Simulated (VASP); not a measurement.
# MgI2 (CdI2 type) (P-3m1) in VASP: relaxation of cell and atoms with PBE

Aim: the relaxation of cell and atoms of MgI2 (CdI2 type) with PBE.

Everything below comes from runs of VASP 6.6.1. Logs are shortened: lines on timing, memory, paths and dates and some standing lists are left out, and cuts for length are marked.

## 1. The cell of the first run

Symmetry: P-3m1, No. 164, trigonal system. The conventional cell has a = 4.025 Å, b = 4.025 Å, c = 6.440 Å, α = 90.00°, β = 90.00°, γ = 120.00°. Within 3.7 Å of Mg (site symmetry -3m) lie 6 I at 2.83 Å. I (site symmetry 3m) has 3 Mg at 2.83 Å within 3.7 Å.

## 2. Relaxation of cell and atoms, PBE

The input, INCAR:

```
SYSTEM = MgI2
ALGO     = Normal         ! electronic algorithm
EDIFF    = 1E-7           ! SCF threshold, eV
EDIFFG   = -0.005         ! ionic threshold
ENCUT    = 600            ! plane-wave cutoff, eV
GGA      = PE             ! functional
IBRION   = 2              ! ionic algorithm
ISIF     = 3              ! what is computed and relaxed
ISMEAR   = -1             ! smearing method
LASPH    = .True.         ! aspherical terms in the spheres
LCHARG   = .False.        ! write CHGCAR
LREAL    = .False.        ! projectors in reciprocal space
LWAVE    = .False.        ! write WAVECAR
NELM     = 100            ! most SCF steps
NSW      = 100            ! ionic steps
PREC     = Accurate       ! precision mode
SIGMA    = 0.05           ! smearing width, eV
```

The input, KPOINTS:

```
k-points
0
Gamma
  10 10 5
  0 0 0
```

The input, POSCAR:

```
MgI2
1.0
    4.0248451111      0.0000000000      0.0000000000
   -2.0124225555      3.4856181125      0.0000000000
    0.0000000000      0.0000000000      6.4397521777
Mg I
1 2
Direct
    0.0000000000      0.0000000000      0.0000000000
    0.3333333333      0.6666666667      0.2500000000
    0.6666666667      0.3333333333      0.7500000000
```

Potentials or basis: VASP PAW PBE potentials, release 64 (Mg, I).

Launch:

```
$ cat potpaw_PBE.64/Mg/POTCAR potpaw_PBE.64/I/POTCAR > POTCAR
$ mpirun -np 1 vasp_std > vasp.out
```

OUTCAR:

```text
SYSTEM = MgI2
   EDIFF = 1E-7
   EDIFFG = -0.005
   ENCUT = 600
   GGA = PE
   IBRION = 2
   ISIF = 3
   ISMEAR = -1
   LASPH = .True.
   LREAL = .False.
   NELM = 100
   NSW = 100
   PREC = Accurate

 ion  position               nearest neighbor table
   1  0.000  0.000  0.000-   2 2.83   3 2.83   2 2.83   3 2.83   3 2.83   2 2.83
   2  0.333  0.667  0.250-   1 2.83   1 2.83   1 2.83
   3  0.667  0.333  0.750-   1 2.83   1 2.83   1 2.83

  LATTYP: Found a hexagonal cell.
 ALAT       =     4.0248451111
 C/A-ratio  =     1.6000000000

  Lattice vectors:

 A1 = (   4.0248451111,   0.0000000000,   0.0000000000)
 A2 = (  -2.0124225555,   3.4856181125,   0.0000000000)
 A3 = (   0.0000000000,   0.0000000000,   6.4397521777)

Analysis of symmetry for initial positions (statically):
=====================================================================
 Subroutine PRICEL returns:
 Original cell was already a primitive cell.

 Routine SETGRP: Setting up the symmetry group for a
 hexagonal supercell.

 Subroutine GETGRP returns: Found 12 space group operations
 (whereof 12 operations were pure point group operations)
 out of a pool of 24 trial point group operations.

The static configuration has the point symmetry D_3d.

Analysis of symmetry for dynamics (positions and initial velocities):
=====================================================================
 Subroutine PRICEL returns:
 Original cell was already a primitive cell.

 Routine SETGRP: Setting up the symmetry group for a
 hexagonal supercell.

 Subroutine GETGRP returns: Found 12 space group operations
 (whereof 12 operations were pure point group operations)
 out of a pool of 24 trial point group operations.

The dynamic configuration has the point symmetry D_3d.

 Subroutine INISYM returns: Found 12 space group operations
 (whereof 12 operations are pure point group operations),
 and found     1 'primitive' translations

----------------------------------------------------------------------------------------

                                     Primitive cell

  volume of cell :      90.3438

  direct lattice vectors                    reciprocal lattice vectors
     4.024845111  0.000000000  0.000000000     0.248456766  0.143446581  0.000000000
    -2.012422556  3.485618113  0.000000000     0.000000000  0.286893161  0.000000000
     0.000000000  0.000000000  6.439752178     0.000000000  0.000000000  0.155285479

  length of vectors
     4.024845111  4.024845111  6.439752178     0.286893161  0.286893161  0.155285479

  position of ions in fractional coordinates (direct lattice)
     0.000000000  0.000000000  0.000000000
     0.333333333  0.666666667  0.250000000
     0.666666667  0.333333333  0.750000000

  ion indices of the primitive-cell ions
   primitive index   ion index
                 1           1
                 2           2
                 3           3

----------------------------------------------------------------------------------------

 KPOINTS: k-points

Automatic generation of k-mesh.
 Grid dimensions read from file:
 generate k-points for:   10   10    5

 Generating k-lattice:

  Cartesian coordinates                     Fractional coordinates (reciprocal lattice)
     0.024845677  0.014344658  0.000000000     0.100000000  0.000000000  0.000000000
     0.000000000  0.028689316  0.000000000     0.000000000  0.100000000  0.000000000
     0.000000000  0.000000000  0.031057096     0.000000000  0.000000000  0.200000000

  Length of vectors
     0.028689316  0.028689316  0.031057096

  Shift w.r.t. Gamma in fractional coordinates (k-lattice)
     0.000000000  0.000000000  0.000000000

 Subroutine IBZKPT returns following result:
 ===========================================

 Found     58 irreducible k-points:

 Following reciprocal coordinates:
            Coordinates               Weight
  0.000000  0.000000  0.000000      1.000000
  0.100000 -0.000000  0.000000      6.000000
  0.200000 -0.000000  0.000000      6.000000
  0.300000 -0.000000  0.000000      6.000000
  0.400000 -0.000000  0.000000      6.000000
  0.500000 -0.000000  0.000000      3.000000
[... 16 lines left out ...]
  0.000000  0.400000  0.200000      6.000000
  0.500000 -0.000000  0.200000      6.000000
 [... further k-points ...]
   k-points           NKPTS =     58   k-points in BZ     NKDIM =     58   number of bands    NBANDS=     12
   number of dos      NEDOS =    301   number of ions     NIONS =      3
   total plane-waves  NPLWV =  55296
   dimension x,y,z NGX =    32 NGY =   32 NGZ =   54
   dimension x,y,z NGXF=    64 NGYF=   64 NGZF=  108
   ions per type =               1   2
   NGX,Y,Z   is equivalent  to a cutoff of  13.22, 13.22, 13.94 a.u.
   NGXF,Y,Z  is equivalent  to a cutoff of  26.44, 26.44, 27.88 a.u.
 SYSTEM =  MgI2
   PREC   = accura    normal or accurate (medium, high low for compatibility)
   ISTART =      0    job   : 0-new  1-cont  2-samecut
   ICHARG =      2    charge: 1-file 2-atom 10-const
   ISPIN  =      1    spin polarized calculation?
   LNONCOLLINEAR =      F non collinear calculations
   LSORBIT =      F    spin-orbit coupling
   LASPH  =      T    aspherical Exc in radial PAW
   ENCUT  =  600.0 eV  44.10 Ry    6.64 a.u.   8.04  8.04 12.86*2*pi/ulx,y,z
   NELM   =    100;   NELMIN=  2; NELMDL= -5     # of ELM steps
   EDIFF  = 0.1E-06   stopping-criterion for ELM
   LREAL  =      F    real-space projection
   EDIFFG = -.5E-02   stopping-criterion for IOM
   NSW    =    100    number of steps for IOM
   IBRION =      2    ionic relax: 0-MD 1-quasi-New 2-CG
   NFREE  =      1    steps in history (QN), initial steepest desc. (CG)
   ISIF   =      3    stress and relaxation
   ISYM   =      2    0-nonsym 1-usesym 2-fastsym
   POTIM  = 0.5000    time-step for ionic-motion
   TEBEG  =    0.0;   TEEND  =   0.0 temperature during run
   PSTRESS=    0.0 pullay stress
   NELECT =      16.0000    total number of electrons
   NUPDOWN=      -1.0000    fix difference up-down
   EMIN   =  10.00;   EMAX   =-10.00  energy-range for DOS
   EFERMI =   0.00;   METHOD = LEGACY
   ISMEAR =    -1;   SIGMA  =   0.05  broadening in eV -4-tet -1-fermi 0-gaus
   EFERMI_NEDOS =   21; number of points for ismear=-14 and -15
   IALGO  =     38    algorithm
   IMIX   =      4    mixing-type and parameters
     AMIX     =   0.40;   BMIX     =  1.00
     AMIX_MAG =   1.60;   BMIX_MAG =  1.00
  volume/ion in A,a.u.               =      30.11       203.22
  Fermi-wavevector in a.u.,A,eV,Ry     =   0.919353  1.737325 11.499770  0.845209
  Thomas-Fermi vector in A             =   2.044537
   LORBIT       =      0    0 simple, 1 ext, 2 COOP (PROOUT), +10 PAW based schemes
   GGA     = PE    functional components
   LHFCALC =     F    Hartree Fock is set to
   AEXX    =    0.0000 exact exchange contribution
   IVDW    =     0    specifies the selected vdW correction
   LEPSILON=     F    determine dielectric tensor
   LRPA    =     F    only Hartree local field effects (RPA)
 conjugate gradient relaxation of ions
 non-spin polarized calculation
  energy-cutoff  :      600.00
  volume of cell :       90.34
 maximum number of plane-waves:      3050
   NGX = 17   NGY = 17   NGZ = 25

--------------------------------------- Ionic step        1  -------------------------------------------

 number of electron      16.0000000 magnetization

 Free energy of the ion-electron system (eV)
  ---------------------------------------------------
  ext. energy  EPLUGINS =         0.00000000
  ---------------------------------------------------
  free energy    TOTEN  =        -7.47282983 eV

  energy without entropy =       -7.47282983  energy(sigma->0) =       -7.47282983

------------------------ aborting loop because EDIFF is reached ----------------------------------------

  FORCE on cell =-STRESS in cart. coord.  units (eV):
  Direction    XX          YY          ZZ          XY          YZ          ZX
  --------------------------------------------------------------------------------------
  -------------------------------------------------------------------------------------
  Total        3.0092142      3.0092142      3.4401724      0.0000000      0.0000000      0.0000000
  in kB       53.3661104     53.3661104     61.0088255      0.0000000      0.0000000      0.0000000
  external PRESSURE =      55.9136821 kB  Pullay stress =       0.0000000 kB
[... 92 lines left out ...]
  FREE ENERGIE OF THE ION-ELECTRON SYSTEM (eV)
  ---------------------------------------------------
  free  energy   TOTEN  =        -7.6738875096 eV

  energy  without entropy=       -7.6738875095  energy(sigma->0) =       -7.67388751

[... ionic steps 4 to 25 ...]

--------------------------------------- Ionic step       26  -------------------------------------------

 number of electron      15.9999998 magnetization

------------------------ aborting loop because EDIFF is reached ----------------------------------------

  FORCE on cell =-STRESS in cart. coord.  units (eV):
  Direction    XX          YY          ZZ          XY          YZ          ZX
  --------------------------------------------------------------------------------------
  -------------------------------------------------------------------------------------
  Total       -0.0325497     -0.0325497     -0.0050254     -0.0000000     -0.0000000     -0.0000000
  in kB       -0.4405273     -0.4405273     -0.0680141     -0.0000000     -0.0000000     -0.0000000
  external PRESSURE =      -0.3163562 kB  Pullay stress =       0.0000000 kB
[... 59 lines left out ...]
  energy  without entropy=       -7.7388175182  energy(sigma->0) =       -7.73881752

--------------------------------------- Ionic step       28  -------------------------------------------

 number of electron      15.9999999 magnetization

 Free energy of the ion-electron system (eV)
  ---------------------------------------------------
  ext. energy  EPLUGINS =         0.00000000
  ---------------------------------------------------
  free energy    TOTEN  =        -7.73886342 eV

  energy without entropy =       -7.73886342  energy(sigma->0) =       -7.73886342

 E-fermi :   2.0833     XC(G=0):  -7.4972

 val. band max:        1.0175312581   @ k =   0.0000   0.0000   0.0000
 cond. band min:       4.6256175070   @ k =   0.5000  -0.0000   0.4000
 fundamental gap:      3.6080862489
 Fermi energy:         2.0832892435

 k-point     1 :       0.0000    0.0000    0.0000
  band No.  band energies     occupation
      1     -10.7451      2.00000
      2     -10.2029      2.00000
      3      -2.0004      2.00000
      4       0.7284      2.00000
      5       0.7284      2.00000
      6       0.7577      2.00000
      7       1.0175      2.00000
      8       1.0175      2.00000
      9       4.7270      0.00000
     10       5.9152      0.00000
     11       7.7168      0.00000
     12       7.7168      0.00000
[... 331 lines left out ...]
 k-point    24 :       0.5000   -0.0000    0.2000
  band No.  band energies     occupation
      1     -10.1198      2.00000
      2      -9.9719      2.00000
      3      -2.3434      2.00000
      4      -1.6995      2.00000
      5      -0.3052      2.00000
      6      -0.1203      2.00000
      7       0.3866      2.00000
      8       0.6081      2.00000
      9       4.6509      0.00000
     10       6.3794      0.00000
     11       6.9565      0.00000
     12       7.8724      0.00000

 [... further k-points ...]
[... 5 lines left out ...]
  --------------------------------------------------------------------------------------
  -------------------------------------------------------------------------------------
  Total        0.0010010      0.0010010      0.0128618      0.0000000     -0.0000000      0.0000000
  in kB        0.0135574      0.0135574      0.1742008      0.0000000     -0.0000000      0.0000000
  external PRESSURE =       0.0671052 kB  Pullay stress =       0.0000000 kB
[... 18 lines left out ...]
  FREE ENERGIE OF THE ION-ELECTRON SYSTEM (eV)
  ---------------------------------------------------
  free  energy   TOTEN  =        -7.7388634187 eV

  energy  without entropy=       -7.7388634186  energy(sigma->0) =       -7.73886342

 reached required accuracy - stopping structural energy minimisation
```

Run time: 19 min. Hardware: 1 thread of Intel Xeon Platinum 8488C (Sapphire Rapids), shared host; peak memory 0.29 GiB.

What came out:

```
Free energy                           : -7.7389 eV
Relaxed volume                        : 39.43 Å³/atom
Relaxed cell                          : a = 4.204 Å, b = 4.204 Å, c = 7.730 Å, α = 90.00°, β = 90.00°, γ = 120.00°
Space group after relaxing (to 0.1 Å) : P-3m1 (No. 164)
Energy gained by relaxing             : 88.7 meV/atom
Ionic steps                           : 28
Pressure after relaxing               : 0.0 GPa
Largest force after relaxing          : 0.004 eV/Å
Band gap on the k mesh                : 3.61 eV (least direct gap 3.71 eV)
```

Forces on the atoms (eV/Å):
```
Mg   0.000  0.000  0.000
I    0.000  0.000 -0.004
I    0.000  0.000  0.004
```

Step by step:
```tsv
step	energy change (eV)	largest force (eV/Å)	pressure (GPa)	volume (Å³)
1	0.0000	0.4393	5.59	90.34
2	-0.1971	0.3989	-0.45	104.79
3	-0.2011	0.3078	0.15	102.73
4	-0.2010	0.3197	0.07	102.99
5	-0.2103	0.2770	0.05	103.71
6	-0.2310	0.1558	0.02	105.87
7	-0.2461	0.0641	0.09	110.27
8	-0.2576	0.0201	-0.11	112.32
9	-0.2609	0.1172	-0.29	114.54
10	-0.2610	0.0979	-0.26	114.11
11	-0.2609	0.0179	0.44	112.69
12	-0.2628	0.0417	0.08	113.41
13	-0.2636	0.0174	0.09	113.90
14	-0.2640	0.0136	0.11	114.51
15	-0.2644	0.0158	-0.06	115.62
16	-0.2644	0.0146	-0.06	115.58
17	-0.2648	0.0208	-0.06	115.93
18	-0.2652	0.0292	-0.05	116.40
19	-0.2653	0.0457	-0.04	117.34
20	-0.2654	0.0399	-0.05	117.03
21	-0.2656	0.0022	0.10	117.03
22	-0.2656	0.0072	0.07	117.03
23	-0.2659	0.0014	0.04	117.69
24	-0.2659	0.0066	0.02	118.07
25	-0.2660	0.0098	-0.04	118.47
26	-0.2660	0.0059	-0.03	118.38
27	-0.2660	0.0037	-0.02	118.33
28	-0.2660	0.0043	0.01	118.29
```

Final structure:
```
CELL_PARAMETERS angstrom
4.20375 0.00000 0.00000
-2.10187 3.64055 0.00000
0.00000 0.00000 7.72964
ATOMIC_POSITIONS crystal
Mg 0.00000 0.00000 0.00000
I 0.33333 0.66667 0.21637
I 0.66667 0.33333 0.78363
```

Caveat: the volume moved by over 15 % at a fixed basis, so the end points are rough; spin-orbit coupling is left out, which moves the levels of the heavy elements; this functional lacks dispersion, which binds layers or chains, so the pressure and a relaxed spacing across them are unreliable. A k mesh can miss the band edges.
